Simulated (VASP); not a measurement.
# BC7 (P-43m) in VASP: a series of runs

The runs below take BC7 through single point, with PBE.

Program: VASP 6.6.1. These are calculated values, not measurements. Logs are shortened: lines on timing, memory, paths and dates and some standing lists are left out, and cuts for length are marked.

**1. The cell of the first run**

Symmetry: P-43m, No. 215, cubic system. The conventional cell has a = 3.620 Å, b = 3.620 Å, c = 3.620 Å, α = 90.00°, β = 90.00°, γ = 90.00°. Within 2.1 Å of B (site symmetry -43m) lie 4 C at 1.60 Å. C (site symmetry -42m) has 4 C at 1.56 Å within 2.1 Å. Within 2.1 Å of C (site symmetry 3m) lie 3 C at 1.56 Å and 1 B at 1.60 Å.

**2. Single point, PBE**

INCAR

```
SYSTEM = BC7
  ALGO = Normal
  EDIFF = 1E-6
  ENCUT = 520
  GGA = PE
  ISIF = 2
  ISMEAR = -1
  LASPH = .TRUE.
  LCHARG = .FALSE.
  LREAL = .FALSE.
  LWAVE = .FALSE.
  NBANDS = 26
  NELM = 100
  PREC = Accurate
  SIGMA = 0.05
```

KPOINTS

```
k-points
0
G
  6 6 6
  0 0 0
```

POSCAR

```
BC7
1.0
    3.6201530000      0.0000000000      0.0000000000
    0.0000000000      3.6201530000      0.0000000000
    0.0000000000      0.0000000000      3.6201530000
B C
1 7
Direct
    0.0000000000      0.0000000000      0.0000000000
    0.0000000000      0.5000000000      0.5000000000
    0.5000000000      0.5000000000      0.0000000000
    0.5000000000      0.0000000000      0.5000000000
    0.7452210000      0.7452210000      0.2547790000
    0.7452210000      0.2547790000      0.7452210000
    0.2547790000      0.7452210000      0.7452210000
    0.2547790000      0.2547790000      0.2547790000
```

Potentials or basis: VASP PAW PBE potentials, release 64 (B, C).

Run with:

```
> cat potpaw_PBE.64/B/POTCAR potpaw_PBE.64/C/POTCAR > POTCAR
> mpirun -np 1 vasp_std > vasp.out
```

OUTCAR:

```text
SYSTEM = BC7
   EDIFF = 1E-6
   ENCUT = 520
   GGA = PE
   ISIF = 2
   ISMEAR = -1
   LASPH = .TRUE.
   LREAL = .FALSE.
   NELM = 100
   PREC = Accurate

 ion  position               nearest neighbor table
   1  0.000  0.000  0.000-   5 1.60   6 1.60   7 1.60   8 1.60
   2  0.000  0.500  0.500-   5 1.56   6 1.56   7 1.56   8 1.56
   3  0.500  0.500  0.000-   5 1.56   6 1.56   7 1.56   8 1.56
   4  0.500  0.000  0.500-   5 1.56   6 1.56   7 1.56   8 1.56
   5  0.745  0.745  0.255-   2 1.56   3 1.56   4 1.56   1 1.60
   6  0.745  0.255  0.745-   2 1.56   3 1.56   4 1.56   1 1.60
   7  0.255  0.745  0.745-   2 1.56   3 1.56   4 1.56   1 1.60
   8  0.255  0.255  0.255-   2 1.56   3 1.56   4 1.56   1 1.60

  LATTYP: Found a simple cubic cell.
 ALAT       =     3.6201530000

  Lattice vectors:

 A1 = (   3.6201530000,   0.0000000000,   0.0000000000)
 A2 = (   0.0000000000,   3.6201530000,   0.0000000000)
 A3 = (   0.0000000000,   0.0000000000,   3.6201530000)

Analysis of symmetry for initial positions (statically):
=====================================================================
 Subroutine PRICEL returns:
 Original cell was already a primitive cell.

 Routine SETGRP: Setting up the symmetry group for a
 simple cubic supercell.

 Subroutine GETGRP returns: Found 24 space group operations
 (whereof 24 operations were pure point group operations)
 out of a pool of 48 trial point group operations.

The static configuration has the point symmetry T_d .

Analysis of symmetry for dynamics (positions and initial velocities):
=====================================================================
 Subroutine PRICEL returns:
 Original cell was already a primitive cell.

 Routine SETGRP: Setting up the symmetry group for a
 simple cubic supercell.

 Subroutine GETGRP returns: Found 24 space group operations
 (whereof 24 operations were pure point group operations)
 out of a pool of 48 trial point group operations.

The dynamic configuration has the point symmetry T_d .

 Subroutine INISYM returns: Found 24 space group operations
 (whereof 24 operations are pure point group operations),
 and found     1 'primitive' translations

----------------------------------------------------------------------------------------

[... 100 lines left out ...]
   LREAL  =      F    real-space projection
   EDIFFG = 0.1E-04   stopping-criterion for IOM
   NSW    =      0    number of steps for IOM
   IBRION =     -1    ionic relax: 0-MD 1-quasi-New 2-CG
   NFREE  =      0    steps in history (QN), initial steepest desc. (CG)
   ISIF   =      2    stress and relaxation
   ISYM   =      2    0-nonsym 1-usesym 2-fastsym
   POTIM  = 0.5000    time-step for ionic-motion
   TEBEG  =    0.0;   TEEND  =   0.0 temperature during run
   PSTRESS=    0.0 pullay stress
   NELECT =      31.0000    total number of electrons
   NUPDOWN=      -1.0000    fix difference up-down
   EMIN   =  10.00;   EMAX   =-10.00  energy-range for DOS
   EFERMI =   0.00;   METHOD = LEGACY
   ISMEAR =    -1;   SIGMA  =   0.05  broadening in eV -4-tet -1-fermi 0-gaus
   EFERMI_NEDOS =   21; number of points for ismear=-14 and -15
   IALGO  =     38    algorithm
   IMIX   =      4    mixing-type and parameters
     AMIX     =   0.40;   BMIX     =  1.00
     AMIX_MAG =   1.60;   BMIX_MAG =  1.00
  volume/ion in A,a.u.               =       5.93        40.02
  Fermi-wavevector in a.u.,A,eV,Ry     =   1.420589  2.684524 27.457554  2.018073
  Thomas-Fermi vector in A             =   2.541488
   LORBIT       =      0    0 simple, 1 ext, 2 COOP (PROOUT), +10 PAW based schemes
   GGA     = PE    functional components
   LHFCALC =     F    Hartree Fock is set to
   AEXX    =    0.0000 exact exchange contribution
   IVDW    =     0    specifies the selected vdW correction
   LEPSILON=     F    determine dielectric tensor
   LRPA    =     F    only Hartree local field effects (RPA)
 non-spin polarized calculation
  energy-cutoff  :      520.00
  volume of cell :       47.44
 maximum number of plane-waves:      1328
 NGX is ok and might be reduce to    28
   NGX = 13   NGY = 13   NGZ = 13

 number of electron      30.9999998 magnetization

 Free energy of the ion-electron system (eV)
  ---------------------------------------------------
  ext. energy  EPLUGINS =         0.00000000
  ---------------------------------------------------
  free energy    TOTEN  =       -69.18748374 eV

  energy without entropy =      -69.16972198  energy(sigma->0) =      -69.17860286

 E-fermi :   8.0145     XC(G=0): -12.9812

 val. band max:        7.9996268728   @ k =   0.3333   0.1667   0.1667
 cond. band min:       8.0193655188   @ k =   0.3333   0.3333   0.1667
 fundamental gap:      0.0197386460
 Fermi energy:         8.0144778176

 k-point     1 :       0.0000    0.0000    0.0000
  band No.  band energies     occupation
      1     -11.7273      2.00000
      2      -3.8396      2.00000
      3      -3.8396      2.00000
      4      -3.4374      2.00000
      5      -3.4374      2.00000
      6      -3.4374      2.00000
[... 569 lines left out ...]
     25      18.4161      0.00000
     26      18.4161      0.00000

------------------------ aborting loop because EDIFF is reached ----------------------------------------

  FORCE on cell =-STRESS in cart. coord.  units (eV):
  Direction    XX          YY          ZZ          XY          YZ          ZX
  --------------------------------------------------------------------------------------
  -------------------------------------------------------------------------------------
  Total        0.0868164      0.0868164      0.0868164      0.0000000      0.0000000     -0.0000000
  in kB        2.9317808      2.9317808      2.9317808      0.0000000      0.0000000     -0.0000000
  external PRESSURE =       2.9317808 kB  Pullay stress =       0.0000000 kB

 VOLUME and BASIS-vectors are now :
 -----------------------------------------------------------------------------
  energy-cutoff  :      520.00
  volume of cell :       47.44
      direct lattice vectors                 reciprocal lattice vectors
     3.620153000  0.000000000  0.000000000     0.276231419  0.000000000  0.000000000
     0.000000000  3.620153000  0.000000000     0.000000000  0.276231419  0.000000000
     0.000000000  0.000000000  3.620153000     0.000000000  0.000000000  0.276231419

 POSITION                                       TOTAL-FORCE (eV/Angst)
 -----------------------------------------------------------------------------------
      0.00000      0.00000      0.00000         0.000000     -0.000000      0.000000
      0.00000      1.81008      1.81008         0.000000      0.000000      0.000000
      1.81008      1.81008      0.00000         0.000000     -0.000000      0.000000
      1.81008      0.00000      1.81008         0.000000     -0.000000      0.000000
      2.69781      2.69781      0.92234         0.012285      0.012285     -0.012285
      2.69781      0.92234      2.69781         0.012285     -0.012285      0.012285
      0.92234      2.69781      2.69781        -0.012285      0.012285      0.012285
      0.92234      0.92234      0.92234        -0.012285     -0.012285     -0.012285
 -----------------------------------------------------------------------------------
    total drift:                               -0.000000     -0.000000     -0.000000

  FREE ENERGIE OF THE ION-ELECTRON SYSTEM (eV)
  ---------------------------------------------------
  free  energy   TOTEN  =       -69.1874837388 eV

  energy  without entropy=      -69.1697219767  energy(sigma->0) =      -69.17860286
```

stdout:

```text
POSCAR found type information on POSCAR B C
 POSCAR found :  2 types and       8 ions
 scaLAPACK will be used
 LDA part: xc-table for (Slater+PW92), standard interpolation
 POSCAR, INCAR and KPOINTS ok, starting setup
 FFT: planning ... GRIDC
 FFT: planning ... GRID_SOFT
 FFT: planning ... GRID
 WAVECAR not read
 entering main loop
```

Run time: 16 s. Hardware: 1 thread of Intel Xeon 6975P-C, shared host; peak memory 0.15 GiB.

What came out:

```
Free energy   : -69.1875 eV
Pressure      : 0.3 GPa
Largest force : 0.021 eV/Å
```

Forces on the atoms (eV/Å):
```
B    0.000  0.000  0.000
C    0.000  0.000  0.000
C    0.000  0.000  0.000
C    0.000  0.000  0.000
C    0.012  0.012 -0.012
C    0.012 -0.012  0.012
C   -0.012  0.012  0.012
C   -0.012 -0.012 -0.012
```

Levels at points of the mesh, in eV from the Fermi level:
```csv
k point,band 14,band 15,band 16,band 17,band 18,band 19
"(0.00, 0.00, 0.00)",1.48,1.48,1.48,5.47,5.47,5.47
"(0.50, 0.00, 0.00)",-2.72,-1.81,-1.81,5.45,5.79,10.55
"(0.50, 0.50, 0.00)",-2.13,-0.79,-0.79,8.47,8.47,9.15
"(0.50, 0.50, 0.50)",-0.23,-0.23,-0.23,8.94,8.94,8.94
```

**3. Single point, PBE**

INCAR

```
PREC = Accurate
ENCUT = 520
EDIFF = 1E-6
ISMEAR = -1
SIGMA = 0.05
LREAL = F
LASPH = T
NELM = 60
ALGO = Normal
ISIF = 2
LWAVE = F
LCHARG = F
GGA = PE
NBANDS = 26
```

KPOINTS

```
regular mesh
0
Gamma
  6 6 6
```

POSCAR is that of step 2.

Potentials or basis: VASP PAW PBE potentials, release 64 (B, C).

Run with:

```
> cat potpaw_PBE.64/B/POTCAR potpaw_PBE.64/C/POTCAR > POTCAR
> mpirun -np 1 vasp_std > vasp.out
```

Wall time 19 s (1 thread of Intel Xeon 6975P-C, shared host); peak memory 0.16 GiB.

Results (log left out):

| Quantity | Value |
| --- | --- |
| Free energy | -69.1875 eV |
| Pressure | 0.3 GPa |
| Largest force | 0.021 eV/Å |

Forces in eV/Å, atoms in the order of the input:
```
B    0.000  0.000  0.000
C    0.000  0.000  0.000
C    0.000  0.000  0.000
C    0.000  0.000  0.000
C    0.012  0.012 -0.012
C    0.012 -0.012  0.012
C   -0.012  0.012  0.012
C   -0.012 -0.012 -0.012
```

Levels at points of the mesh, in eV from the Fermi level:
| k point | band 14 | band 15 | band 16 | band 17 | band 18 | band 19 |
| --- | --- | --- | --- | --- | --- | --- |
| (0.00, 0.00, 0.00) | 1.48 | 1.48 | 1.48 | 5.47 | 5.47 | 5.47 |
| (0.50, 0.00, 0.00) | -2.72 | -1.81 | -1.81 | 5.45 | 5.79 | 10.55 |
| (0.50, 0.50, 0.00) | -2.13 | -0.79 | -0.79 | 8.47 | 8.47 | 9.15 |
| (0.50, 0.50, 0.50) | -0.23 | -0.23 | -0.23 | 8.94 | 8.94 | 8.94 |
